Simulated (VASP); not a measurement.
Input of a VASP 6.6.1 run:

The input POSCAR:

```
BiMo
1.0
    0.0000000000      2.8461541810      2.8461541810
    2.8461541810      0.0000000000      2.8461541810
    2.8461541810      2.8461541810      0.0000000000
Mo Bi
1 1
Direct
    0.5000000000      0.5000000000      0.5000000000
    0.0000000000      0.0000000000      0.0000000000
```

The input INCAR.step1:

```
  ALGO = Normal
  EDIFF = 1E-4
  ENCUT = 520
  GGA = PE
  ISMEAR = 0
  LASPH = True
  LCHARG = False
  LREAL = False
  LWAVE = True
  NBANDS = 22
  NELM = 60
  PREC = Accurate
  SIGMA = 0.05
```

Contents of INCAR.step2:

```
  ALGO = Normal
  EDIFF = 1E-6
  ENCUT = 520
  ISIF = 2
  ISMEAR = 0
  ISTART = 1
  LASPH = True
  LCHARG = False
  LMIXTAU = True
  LREAL = False
  LWAVE = False
  METAGGA = R2SCAN
  NBANDS = 22
  NELM = 60
  PREC = Accurate
  SIGMA = 0.05
```

KPOINTS

```
k-points
0
Gamma
  10 10 10
```

Potentials or basis: VASP PAW PBE potentials, release 64 (Mo_sv, Bi_d).

Command:

```console
$ cat potpaw_PBE.64/Mo_sv/POTCAR potpaw_PBE.64/Bi_d/POTCAR > POTCAR
$ cp INCAR.step1 INCAR
$ mpirun -np 1 vasp_std > vasp.out
$ cp INCAR.step2 INCAR
$ mpirun -np 1 vasp_std > vasp.out
```

Q: Estimate the band gap on the k mesh.

A: Zero (an odd number of electrons rules out a gap without spin polarisation).

Q: Predict the pressure.

A: -1.9 GPa.

Caveat: the PAW data sets were made with another functional, which shifts forces and pressure a little; spin-orbit coupling is left out, which moves the levels of the heavy elements.
